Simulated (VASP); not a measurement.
# Cs3Pr (P6_3/mmc) in VASP: single point with PBE

Aim: the single point of Cs3Pr with PBE.

Everything below comes from runs of VASP 6.6.1. Logs are shortened: lines on timing, memory, paths and dates and some standing lists are left out, and cuts for length are marked.

## (1) The cell of the first run

Symmetry: P6_3/mmc, No. 194, hexagonal system. The conventional cell has a = 4.522 Å, b = 4.522 Å, c = 34.357 Å, α = 90.00°, β = 90.00°, γ = 120.00°.

## (2) Single point, PBE (76.06 Å³/atom)

INCAR reads:

```
  PREC = Accurate
  ENCUT = 500
  EDIFF = 1E-6
  ISMEAR = 0
  SIGMA = 0.1
  LREAL = False
  LASPH = True
  NELM = 200
  ALGO = Normal
  ISIF = 2
  LWAVE = False
  LCHARG = False
  GGA = PE
  NBANDS = 48
  GGA_COMPAT = False
  LMAXMIX = 6
```

KPOINTS reads:

```
regular mesh
0
Gamma
  12 12 1
```

POSCAR reads:

```
Cs3Pr
1.0
    4.5223586909      0.0000000000      0.0000000000
   -2.2611793454      3.9164775113      0.0000000000
    0.0000000000      0.0000000000     34.3565541061
Cs Pr
6 2
Direct
    0.3333333333      0.6666666667      0.1088290253
    0.6666666667      0.3333333333      0.6088290253
    0.3333333333      0.6666666667      0.3911709747
    0.6666666667      0.3333333333      0.8911709747
    0.3333333333      0.6666666667      0.7500000000
    0.6666666667      0.3333333333      0.2500000000
    0.0000000000      0.0000000000      0.0000000000
    0.0000000000      0.0000000000      0.5000000000
```

Potentials or basis: VASP PAW PBE potentials, release 64 (Cs_sv, Pr_3), 4f in core.

The run is started by

```bash
> cat potpaw_PBE.64/Cs_sv/POTCAR potpaw_PBE.64/Pr_3/POTCAR > POTCAR
> mpirun -np 1 vasp_std > vasp.out
```

OUTCAR:

```text
PREC = Accurate
   ENCUT = 500
   EDIFF = 1E-6
   ISMEAR = 0
   LREAL = False
   LASPH = True
   NELM = 200
   ISIF = 2
   GGA = PE

 ion  position               nearest neighbor table
   1  0.333  0.667  0.109-
   2  0.667  0.333  0.609-
   3  0.333  0.667  0.391-
   4  0.667  0.333  0.891-
   5  0.333  0.667  0.750-
   6  0.667  0.333  0.250-
   7  0.000  0.000  0.000-
   8  0.000  0.000  0.500-

  LATTYP: Found a hexagonal cell.
 ALAT       =     4.5223586909
 C/A-ratio  =     7.5970431481

  Lattice vectors:

 A1 = (   4.5223586909,   0.0000000000,   0.0000000000)
 A2 = (  -2.2611793454,   3.9164775113,   0.0000000000)
 A3 = (   0.0000000000,   0.0000000000,  34.3565541061)

Analysis of symmetry for initial positions (statically):
=====================================================================
 Subroutine PRICEL returns:
 Original cell was already a primitive cell.

 Routine SETGRP: Setting up the symmetry group for a
 hexagonal supercell.

 Subroutine GETGRP returns: Found 24 space group operations
 (whereof 12 operations were pure point group operations)
 out of a pool of 24 trial point group operations.

The static configuration has the point symmetry D_3d.
 The point group associated with its full space group is D_6h.

Analysis of symmetry for dynamics (positions and initial velocities):
=====================================================================
 Subroutine PRICEL returns:
 Original cell was already a primitive cell.

 Routine SETGRP: Setting up the symmetry group for a
 hexagonal supercell.

 Subroutine GETGRP returns: Found 24 space group operations
 (whereof 12 operations were pure point group operations)
 out of a pool of 24 trial point group operations.

The dynamic configuration has the point symmetry D_3d.
 The point group associated with its full space group is D_6h.

 Subroutine INISYM returns: Found 24 space group operations
 (whereof 12 operations are pure point group operations),
 and found     1 'primitive' translations

----------------------------------------------------------------------------------------

                                     Primitive cell

  volume of cell :     608.5135

  direct lattice vectors                    reciprocal lattice vectors
     4.522358691  0.000000000  0.000000000     0.221123548  0.127665740  0.000000000
    -2.261179345  3.916477511  0.000000000     0.000000000  0.255331480  0.000000000
     0.000000000  0.000000000 34.356554106     0.000000000  0.000000000  0.029106528

  length of vectors
     4.522358691  4.522358691 34.356554106     0.255331480  0.255331480  0.029106528

  position of ions in fractional coordinates (direct lattice)
     0.333333333  0.666666667  0.108829025
     0.666666667  0.333333333  0.608829025
     0.333333333  0.666666667  0.391170975
     0.666666667  0.333333333  0.891170975
     0.333333333  0.666666667  0.750000000
     0.666666667  0.333333333  0.250000000
     0.000000000  0.000000000  0.000000000
     0.000000000  0.000000000  0.500000000

  ion indices of the primitive-cell ions
   primitive index   ion index
                 1           1
                 2           2
                 3           3
                 4           4
                 5           5
                 6           6
                 7           7
                 8           8

----------------------------------------------------------------------------------------

 KPOINTS: regular mesh

Automatic generation of k-mesh.
 Grid dimensions read from file:
 generate k-points for:   12   12    1

 Generating k-lattice:

  Cartesian coordinates                     Fractional coordinates (reciprocal lattice)
     0.018426962  0.010638812  0.000000000     0.083333333 -0.000000000  0.000000000
     0.000000000  0.021277623  0.000000000     0.000000000  0.083333333  0.000000000
     0.000000000  0.000000000  0.029106528     0.000000000  0.000000000  1.000000000

  Length of vectors
     0.021277623  0.021277623  0.029106528

  Shift w.r.t. Gamma in fractional coordinates (k-lattice)
     0.000000000  0.000000000  0.000000000

 Subroutine IBZKPT returns following result:
 ===========================================

 Found     19 irreducible k-points:

 Following reciprocal coordinates:
            Coordinates               Weight
  0.000000  0.000000  0.000000      1.000000
  0.083333  0.000000  0.000000      6.000000
  0.166667 -0.000000  0.000000      6.000000
  0.250000  0.000000  0.000000      6.000000
  0.333333  0.000000  0.000000      6.000000
  0.416667  0.000000  0.000000      6.000000
[... 11 lines left out ...]
  0.333333  0.250000  0.000000     12.000000
  0.333333  0.333333  0.000000      2.000000
   k-points           NKPTS =     19   k-points in BZ     NKDIM =     19   number of bands    NBANDS=     48
   number of dos      NEDOS =    301   number of ions     NIONS =      8
   total plane-waves  NPLWV = 326592
   dimension x,y,z NGX =    36 NGY =   36 NGZ =  252
   dimension x,y,z NGXF=    72 NGYF=   72 NGZF=  504
   ions per type =               6   2
   NGX,Y,Z   is equivalent  to a cutoff of  13.23, 13.23, 12.19 a.u.
   NGXF,Y,Z  is equivalent  to a cutoff of  26.47, 26.47, 24.39 a.u.
 SYSTEM =  unknown system
   PREC   = accura    normal or accurate (medium, high low for compatibility)
   ISTART =      0    job   : 0-new  1-cont  2-samecut
   ICHARG =      2    charge: 1-file 2-atom 10-const
   ISPIN  =      1    spin polarized calculation?
   LNONCOLLINEAR =      F non collinear calculations
   LSORBIT =      F    spin-orbit coupling
   LASPH  =      T    aspherical Exc in radial PAW
   ENCUT  =  500.0 eV  36.75 Ry    6.06 a.u.   8.25  8.25 62.64*2*pi/ulx,y,z
   NELM   =    200;   NELMIN=  2; NELMDL= -5     # of ELM steps
   EDIFF  = 0.1E-05   stopping-criterion for ELM
   LREAL  =      F    real-space projection
[... 7 lines left out ...]
   TEBEG  =    0.0;   TEEND  =   0.0 temperature during run
   PSTRESS=    0.0 pullay stress
   NELECT =      76.0000    total number of electrons
   NUPDOWN=      -1.0000    fix difference up-down
   EMIN   =  10.00;   EMAX   =-10.00  energy-range for DOS
   EFERMI =   0.00;   METHOD = LEGACY
   ISMEAR =     0;   SIGMA  =   0.10  broadening in eV -4-tet -1-fermi 0-gaus
   EFERMI_NEDOS =   21; number of points for ismear=-14 and -15
   IALGO  =     38    algorithm
   IMIX   =      4    mixing-type and parameters
     AMIX     =   0.40;   BMIX     =  1.00
     AMIX_MAG =   1.60;   BMIX_MAG =  1.00
  volume/ion in A,a.u.               =      76.06       513.31
  Fermi-wavevector in a.u.,A,eV,Ry     =   0.818319  1.546399  9.111086  0.669646
  Thomas-Fermi vector in A             =   1.928924
   LORBIT       =      0    0 simple, 1 ext, 2 COOP (PROOUT), +10 PAW based schemes
   GGA     = PE    functional components
   LHFCALC =     F    Hartree Fock is set to
   AEXX    =    0.0000 exact exchange contribution
   IVDW    =     0    specifies the selected vdW correction
   LEPSILON=     F    determine dielectric tensor
   LRPA    =     F    only Hartree local field effects (RPA)
 non-spin polarized calculation
 Gauss-broadening in eV      SIGMA  =   0.10
  energy-cutoff  :      500.00
  volume of cell :      608.51
 maximum number of plane-waves:     15494
 NGX is ok and might be reduce to    36
   NGX = 17   NGY = 17   NGZ =125

 number of electron      76.0000013 magnetization

 Free energy of the ion-electron system (eV)
  ---------------------------------------------------
  ext. energy  EPLUGINS =         0.00000000
  ---------------------------------------------------
  free energy    TOTEN  =       -10.92553591 eV

  energy without entropy =      -10.82749757  energy(sigma->0) =      -10.87651674

 E-fermi :   1.3781     XC(G=0):  -6.6215

 val. band max:        1.3703855075   @ k =   0.1667   0.0833   0.0000
 cond. band min:       1.3794205581   @ k =   0.3333   0.0833   0.0000
 fundamental gap:      0.0090350506
 Fermi energy:         1.3781361013

 k-point     1 :       0.0000    0.0000    0.0000
  band No.  band energies     occupation
      1     -36.3677      2.00000
      2     -36.3677      2.00000
      3     -22.5468      2.00000
      4     -22.5467      2.00000
      5     -22.1118      2.00000
      6     -22.1118      2.00000
[... 40 lines left out ...]
     47       2.2945      0.00000
     48       2.3940      0.00000

 k-point     2 :       0.0833    0.0000    0.0000
  band No.  band energies     occupation
      1     -36.3673      2.00000
      2     -36.3673      2.00000
      3     -22.5435      2.00000
      4     -22.5435      2.00000
      5     -22.1085      2.00000
      6     -22.1085      2.00000
[... 40 lines left out ...]
     47       2.3701      0.00000
     48       2.5602      0.00000

 k-point     3 :       0.1667   -0.0000    0.0000
  band No.  band energies     occupation
      1     -36.3663      2.00000
      2     -36.3663      2.00000
      3     -22.5346      2.00000
      4     -22.5346      2.00000
      5     -22.0995      2.00000
      6     -22.0995      2.00000
[... 40 lines left out ...]
     47       2.5620      0.00000
     48       2.7376      0.00000

 k-point     4 :       0.2500    0.0000    0.0000
  band No.  band energies     occupation
      1     -36.3649      2.00000
      2     -36.3649      2.00000
      3     -22.5224      2.00000
      4     -22.5224      2.00000
      5     -22.0871      2.00000
      6     -22.0871      2.00000
[... 703 lines left out ...]
     47       2.6323      0.00000
     48       2.6327      0.00000

 k-point    18 :       0.3333    0.2500    0.0000
  band No.  band energies     occupation
      1     -36.3616      2.00000
      2     -36.3616      2.00000
      3     -22.4933      2.00000
      4     -22.4933      2.00000
      5     -22.0577      2.00000
      6     -22.0576      2.00000
[... 40 lines left out ...]
     47       2.6033      0.00000
     48       2.6113      0.00000

 k-point    19 :       0.3333    0.3333    0.0000
  band No.  band energies     occupation
      1     -36.3614      2.00000
      2     -36.3614      2.00000
      3     -22.4917      2.00000
      4     -22.4917      2.00000
      5     -22.0560      2.00000
      6     -22.0560      2.00000
[... 40 lines left out ...]
     47       2.6365      0.00000
     48       2.6365      0.00000

------------------------ aborting loop because EDIFF is reached ----------------------------------------

  FORCE on cell =-STRESS in cart. coord.  units (eV):
  Direction    XX          YY          ZZ          XY          YZ          ZX
  --------------------------------------------------------------------------------------
  -------------------------------------------------------------------------------------
  Total       -0.4295894     -0.4295894     -0.3978318     -0.0000000      0.0000000     -0.0000000
  in kB       -1.1310814     -1.1310814     -1.0474657     -0.0000000      0.0000000     -0.0000000
  external PRESSURE =      -1.1032095 kB  Pullay stress =       0.0000000 kB

 VOLUME and BASIS-vectors are now :
 -----------------------------------------------------------------------------
  energy-cutoff  :      500.00
  volume of cell :      608.51
      direct lattice vectors                 reciprocal lattice vectors
     4.522358691  0.000000000  0.000000000     0.221123548  0.127665740  0.000000000
    -2.261179345  3.916477511  0.000000000     0.000000000  0.255331480  0.000000000
     0.000000000  0.000000000 34.356554106     0.000000000  0.000000000  0.029106528

 POSITION                                       TOTAL-FORCE (eV/Angst)
 -----------------------------------------------------------------------------------
     -0.00000      2.61099      3.73899         0.000000      0.000000      0.002351
      2.26118      1.30549     20.91727        -0.000000      0.000000      0.002351
     -0.00000      2.61099     13.43929         0.000000     -0.000000     -0.002351
      2.26118      1.30549     30.61756        -0.000000      0.000000     -0.002351
     -0.00000      2.61099     25.76742         0.000000     -0.000000     -0.000000
      2.26118      1.30549      8.58914        -0.000000      0.000000      0.000000
      0.00000      0.00000      0.00000        -0.000000      0.000000      0.000000
      0.00000      0.00000     17.17828        -0.000000      0.000000      0.000000
 -----------------------------------------------------------------------------------
    total drift:                                0.000000      0.000000      0.000000

  FREE ENERGIE OF THE ION-ELECTRON SYSTEM (eV)
  ---------------------------------------------------
  free  energy   TOTEN  =       -10.9255359080 eV

  energy  without entropy=      -10.8274975689  energy(sigma->0) =      -10.87651674
```

It took 6.6 min on 1 thread of Intel Xeon 6975P-C (Granite Rapids), shared host; peak memory 0.89 GiB.

Results:

```yaml
Free_energy: -10.9255 eV
Pressure: -0.1 GPa
Band_gap_on_the_k_mesh: zero (bands 38 and 39 overlap by 0.91 eV)
```

Forces on the atoms (eV/Å):
```
Cs   0.000  0.000  0.002
Cs   0.000  0.000  0.002
Cs   0.000  0.000 -0.002
Cs   0.000  0.000 -0.002
Cs   0.000  0.000  0.000
Cs   0.000  0.000  0.000
Pr   0.000  0.000  0.000
Pr   0.000  0.000  0.000
```

Levels at points of the mesh, in eV from the Fermi level:
| k point | band 37 | band 38 | band 39 | band 40 | band 41 | band 42 |
| --- | --- | --- | --- | --- | --- | --- |
| (0.00, 0.00, 0.00) | -1.20 | -0.91 | -0.74 | -0.61 | 0.38 | 0.63 |
| (0.50, 0.00, 0.00) | -0.01 | 0.06 | 0.08 | 0.09 | 0.21 | 0.22 |

Caveat: spin-orbit coupling is left out, which moves the levels of the heavy elements; the 4f electrons are frozen in the core, so they carry no moment and show no levels. Spin polarisation is off, so any magnetic state and its effect on volume and gap are missing.
